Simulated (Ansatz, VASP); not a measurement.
**KCd2Os3: VASP beside Ansatz**

```xyz
6
Lattice="5.3089 0.0000 0.0000 -2.6545 4.5977 0.0000 0.0000 0.0000 4.8591" Properties=species:S:1:pos:R:3 pbc="T T T"
K     0.0000    0.0000    0.0000
Cd    0.0000    3.0651    0.0000
Cd    2.6545    1.5326    0.0000
Os    2.6545    0.0000    2.4296
Os    1.3272    2.2988    2.4296
Os   -1.3272    2.2988    2.4296
```

Alike in both runs: functional PBE; k mesh 6 × 6 × 4; occupations gaussian, width 0.1 eV; no spin polarisation.

Ansatz relaxed the structure, and its values are those at the end. VASP's run is a single point on that final structure, the one shown.

|  | VASP | Ansatz |
| --- | --- | --- |
| version | VASP 6.6.1 | Ansatz 0.2.0 |
| potentials or method | VASP PAW PBE potentials, release 64 (K_sv, Cd, Os), cutoff 520 eV | scalar-relativistic, plane waves, PAW |
| valence electrons in the cell | 57 | 97 |

|  | VASP | Ansatz | Ansatz less VASP |
| --- | --- | --- | --- |
| gap on the k mesh at the Fermi level (eV) | none | none | - |
| pressure (GPa) | 0.2 | -0.1 | -0.27 |

A gap of «none» marks a metal or a gap that the smearing closes. The functional is the same, so the differences come from potentials, cutoffs and numerics. VASP's potentials hold 57 valence electrons a cell and Ansatz's 97, so a difference there can come from the potentials and not from the codes.

Neither program's run includes spin-orbit coupling.
